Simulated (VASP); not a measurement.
A run of VASP 6.6.1 is set up as follows.

INCAR

```
SYSTEM = Al30Si
PREC = Accurate
ENCUT = 520
EDIFF = 1E-6
ISMEAR = -1
SIGMA = 0.15
LREAL = Auto
LASPH = .TRUE.
NELM = 100
ALGO = Normal
ISIF = 2
LWAVE = .FALSE.
LCHARG = .TRUE.
GGA = PE
LELF = .TRUE.
LVHAR = .TRUE.
NBANDS = 68
```

Contents of KPOINTS:

```
Automatic mesh
0
G
  2 2 2
  0 0 0
```

POSCAR

```
Al30Si
1.0
    8.1000000000      0.0000000000      0.0000000000
    0.0000000000      8.1000000000      0.0000000000
    0.0000000000      0.0000000000      8.1000000000
Al Si
30 1
Direct
    0.4988437037      0.0000001235      0.0007381481
    0.7489543210      0.2498670370      0.0002638272
    0.7452364198     -0.0000103704      0.2552619753
   -0.0002865432     -0.0000155556     -0.0002214815
    0.2506158025      0.2502918519     -0.0001940741
    0.5028690123      0.5000011111     -0.0054488889
    0.7489820988      0.7501045679      0.0002791358
    0.5003422222      0.2546125926      0.2489879012
    0.7507382716      0.4999996296      0.2515745679
    0.7454685185      0.2486251852      0.5036030864
    0.7452103704     -0.0000127160      0.7470619753
   -0.0005128395      0.5000048148      0.0011700000
    0.2505893827      0.7496874074     -0.0001682716
   -0.0010741975      0.2485428395      0.2519776543
    0.2505430864      0.5000001235      0.2524276543
    0.5003412346      0.7453920988      0.2490202469
   -0.0028100000      0.0000009877      0.5020250617
    0.2509559259      0.2490275309      0.4990290123
    0.5010785185      0.5000013580      0.5023574074
    0.7454616049      0.7513419753      0.5036154321
    0.2548772840     -0.0000177778      0.7463367901
    0.5024177778      0.2472918519      0.7464758025
    0.7497949383      0.4999849383      0.7503449383
   -0.0010634568      0.7514393827      0.2519558025
   -0.0030098765      0.4999893827      0.5031849383
    0.2509928395      0.7509844444      0.4990375309
   -0.0000167901      0.2510376543      0.7494807407
    0.2508332099      0.4999907407      0.7489364198
    0.5024195062      0.7526743210      0.7464791358
   -0.0000132099      0.7489351852      0.7495204938
    0.4769917284      0.0000440741      0.4680785185
```

Potentials or basis: VASP PAW PBE potentials, release 64 (Al, Si).

Launch:

```sh
$ cat potpaw_PBE.64/Al/POTCAR potpaw_PBE.64/Si/POTCAR > POTCAR
$ mpirun -np 1 vasp_std > vasp.out
```

Task: Predict the pressure.

Result: -1.2 GPa.

Task: Estimate the band gap on the k mesh.

Result: Zero (bands 47 and 48 overlap by 0.92 eV).

Stress tensor (GPa, compression positive):
```
-1.10  0.00 -0.04
 0.00 -1.45  0.00
-0.04  0.00 -1.17
```

Caveat: the k points lie up to 0.39 Å⁻¹ apart, too coarse for converged energies and pressures of a metal.
